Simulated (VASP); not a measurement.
# TeAs (Fm-3m) in VASP: single point with LDA

Aim: the single point of TeAs with LDA.

All numbers are computed with VASP 6.6.1; they aren't measurements. Logs are shortened: lines on timing, memory, paths and dates and some standing lists are left out, and cuts for length are marked.

### Step 1. The cell of the first run

Symmetry: Fm-3m, No. 225, cubic system. The conventional cell has a = 5.935 Å, b = 5.935 Å, c = 5.935 Å, α = 90.00°, β = 90.00°, γ = 90.00°. Te (site symmetry m-3m) has 6 As at 2.97 Å within 3.9 Å. As (site symmetry m-3m) has 6 Te at 2.97 Å within 3.9 Å.

### Step 2. Single point, LDA

INCAR reads:

```
ALGO     = Normal         # electronic algorithm
EDIFF    = 1E-6           # SCF threshold, eV
ENCUT    = 500            # plane-wave cutoff, eV
GGA      = CA             # functional
GGA_COMPAT= F            
ISIF     = 2              # what is computed and relaxed
ISMEAR   = 1              # smearing method
LASPH    = T              # aspherical terms in the spheres
LCHARG   = T              # write CHGCAR
LELF     = T              # ELF
LREAL    = F              # projectors in reciprocal space
LVHAR    = T            
LWAVE    = F              # write WAVECAR
NBANDS   = 12             # bands
NELM     = 120            # most SCF steps
PREC     = Accurate       # precision mode
SIGMA    = 0.1            # smearing width, eV
```

KPOINTS reads:

```
k-points
0
Gamma
  7 7 7
```

POSCAR reads:

```
TeAs
1.0
    0.0000000000      2.9676670000      2.9676670000
    2.9676670000      0.0000000000      2.9676670000
    2.9676670000      2.9676670000      0.0000000000
Te As
1 1
Direct
    0.5000000000      0.5000000000      0.5000000000
    0.0000000000      0.0000000000      0.0000000000
```

Potentials or basis: VASP PAW LDA potentials, release 64 (Te, As).

Command:

```bash
$ cat potpaw_LDA.64/Te/POTCAR potpaw_LDA.64/As/POTCAR > POTCAR
$ mpirun -np 1 vasp_std > vasp.out
```

OUTCAR:

```text
EDIFF = 1E-6
   ENCUT = 500
   GGA = CA
   ISIF = 2
   ISMEAR = 1
   LASPH = T
   LREAL = F
   NELM = 120
   PREC = Accurate

 ion  position               nearest neighbor table
   1  0.500  0.500  0.500-   2 2.97   2 2.97   2 2.97   2 2.97   2 2.97   2 2.97
   2  0.000  0.000  0.000-   1 2.97   1 2.97   1 2.97   1 2.97   1 2.97   1 2.97

  LATTYP: Found a face centered cubic cell.
 ALAT       =     5.9353340000

  Lattice vectors:

 A1 = (   0.0000000000,   2.9676670000,   2.9676670000)
 A2 = (   2.9676670000,   0.0000000000,   2.9676670000)
 A3 = (   2.9676670000,   2.9676670000,   0.0000000000)

Analysis of symmetry for initial positions (statically):
=====================================================================
 Subroutine PRICEL returns:
 Original cell was already a primitive cell.

 Routine SETGRP: Setting up the symmetry group for a
 face centered cubic supercell.

 Subroutine GETGRP returns: Found 48 space group operations
 (whereof 48 operations were pure point group operations)
 out of a pool of 48 trial point group operations.

The static configuration has the point symmetry O_h .

Analysis of symmetry for dynamics (positions and initial velocities):
=====================================================================
 Subroutine PRICEL returns:
 Original cell was already a primitive cell.

 Routine SETGRP: Setting up the symmetry group for a
 face centered cubic supercell.

 Subroutine GETGRP returns: Found 48 space group operations
 (whereof 48 operations were pure point group operations)
 out of a pool of 48 trial point group operations.

The dynamic configuration has the point symmetry O_h .

 Subroutine INISYM returns: Found 48 space group operations
 (whereof 48 operations are pure point group operations),
 and found     1 'primitive' translations

----------------------------------------------------------------------------------------

                                     Primitive cell

  volume of cell :      52.2728

  direct lattice vectors                    reciprocal lattice vectors
     0.000000000  2.967667000  2.967667000    -0.168482515  0.168482515  0.168482515
     2.967667000  0.000000000  2.967667000     0.168482515 -0.168482515  0.168482515
     2.967667000  2.967667000  0.000000000     0.168482515  0.168482515 -0.168482515

  length of vectors
     4.196914920  4.196914920  4.196914920     0.291820276  0.291820276  0.291820276

[... 82 lines left out ...]
   ISYM   =      2    0-nonsym 1-usesym 2-fastsym
   POTIM  = 0.5000    time-step for ionic-motion
   TEBEG  =    0.0;   TEEND  =   0.0 temperature during run
   PSTRESS=    0.0 pullay stress
   NELECT =      11.0000    total number of electrons
   NUPDOWN=      -1.0000    fix difference up-down
   EMIN   =  10.00;   EMAX   =-10.00  energy-range for DOS
   EFERMI =   0.00;   METHOD = LEGACY
   ISMEAR =     1;   SIGMA  =   0.10  broadening in eV -4-tet -1-fermi 0-gaus
   EFERMI_NEDOS =   21; number of points for ismear=-14 and -15
   IALGO  =     38    algorithm
   IMIX   =      4    mixing-type and parameters
     AMIX     =   0.40;   BMIX     =  1.00
     AMIX_MAG =   1.60;   BMIX_MAG =  1.00
  volume/ion in A,a.u.               =      26.14       176.38
  Fermi-wavevector in a.u.,A,eV,Ry     =   0.973749  1.840120 12.900881  0.948188
  Thomas-Fermi vector in A             =   2.104154
   LORBIT       =      0    0 simple, 1 ext, 2 COOP (PROOUT), +10 PAW based schemes
   GGA     = CA    functional components
   LHFCALC =     F    Hartree Fock is set to
   AEXX    =    0.0000 exact exchange contribution
   IVDW    =     0    specifies the selected vdW correction
   LEPSILON=     F    determine dielectric tensor
   LRPA    =     F    only Hartree local field effects (RPA)
 non-spin polarized calculation
 Methfessel and Paxton  Order N= 1 SIGMA  =   0.10
  energy-cutoff  :      500.00
  volume of cell :       52.27
 maximum number of plane-waves:      1363
   NGX = 15   NGY = 15   NGZ = 15

 number of electron      11.0000000 magnetization

 Free energy of the ion-electron system (eV)
  ---------------------------------------------------
  ext. energy  EPLUGINS =         0.00000000
  ---------------------------------------------------
  free energy    TOTEN  =        -8.99676954 eV

  energy without entropy =       -8.99607889  energy(sigma->0) =       -8.99653932

 E-fermi :   6.3231     XC(G=0):  -9.9670

 val. band max:        6.2311748908   @ k =  -0.1429   0.1429   0.0000
 cond. band min:       6.3522131773   @ k =   0.2857   0.1429   0.0000
 fundamental gap:      0.1210382865
 Fermi energy:         6.3230769802

 k-point     1 :       0.0000    0.0000    0.0000
  band No.  band energies     occupation
      1      -7.8983      2.00000
      2      -0.7976      2.00000
      3       3.7572      2.00000
      4       3.7572      2.00000
      5       3.7572      2.00000
      6       8.6015      0.00000
      7       8.6015      0.00000
      8       8.6015      0.00000
      9      11.2861      0.00000
     10      11.2861      0.00000
     11      11.2861      0.00000
     12      13.3341      0.00000
[... 271 lines left out ...]
 k-point    20 :      -0.2857    0.4286    0.1429
  band No.  band energies     occupation
      1      -5.1004      2.00000
      2      -4.4639      2.00000
      3       0.5805      2.00000
      4       1.3018      2.00000
      5       4.4707      2.00000
      6       6.3724      0.26711
      7      10.1195      0.00000
      8      11.0754      0.00000
      9      11.2413      0.00000
     10      12.5461      0.00000
     11      17.0026      0.00000
     12      17.0762      0.00000

------------------------ aborting loop because EDIFF is reached ----------------------------------------

  FORCE on cell =-STRESS in cart. coord.  units (eV):
  Direction    XX          YY          ZZ          XY          YZ          ZX
  --------------------------------------------------------------------------------------
  -------------------------------------------------------------------------------------
  Total       -1.3216550     -1.3216550     -1.3216550      0.0000000     -0.0000000      0.0000000
  in kB      -40.5091554    -40.5091554    -40.5091554      0.0000000     -0.0000000      0.0000000
  external PRESSURE =     -40.5091554 kB  Pullay stress =       0.0000000 kB

 VOLUME and BASIS-vectors are now :
 -----------------------------------------------------------------------------
  energy-cutoff  :      500.00
  volume of cell :       52.27
      direct lattice vectors                 reciprocal lattice vectors
     0.000000000  2.967667000  2.967667000    -0.168482515  0.168482515  0.168482515
     2.967667000  0.000000000  2.967667000     0.168482515 -0.168482515  0.168482515
     2.967667000  2.967667000  0.000000000     0.168482515  0.168482515 -0.168482515

 POSITION                                       TOTAL-FORCE (eV/Angst)
 -----------------------------------------------------------------------------------
      2.96767      2.96767      2.96767         0.000000      0.000000     -0.000000
      0.00000      0.00000      0.00000         0.000000     -0.000000      0.000000
 -----------------------------------------------------------------------------------
    total drift:                                0.000000     -0.000000     -0.000000

  FREE ENERGIE OF THE ION-ELECTRON SYSTEM (eV)
  ---------------------------------------------------
  free  energy   TOTEN  =        -8.9967695423 eV

  energy  without entropy=       -8.9960788862  energy(sigma->0) =       -8.99653932
```

stdout:

```text
POSCAR found type information on POSCAR TeAs
 POSCAR found :  2 types and       2 ions
 scaLAPACK will be used
 LDA part: xc-table for (Slater(with rela. corr.)+CA(PZ))
 , standard interpolation
 POSCAR, INCAR and KPOINTS ok, starting setup
 FFT: planning ... GRIDC
 FFT: planning ... GRID_SOFT
 FFT: planning ... GRID
 WAVECAR not read
 entering main loop
```

Wall time 6.7 s (1 thread of Intel Xeon 6975P-C (Granite Rapids), shared host); peak memory 0.15 GiB.

What came out:

- Free energy: -8.9968 eV
- Pressure: -4.1 GPa

Caveat: spin-orbit coupling is left out, which moves the levels of the heavy elements.
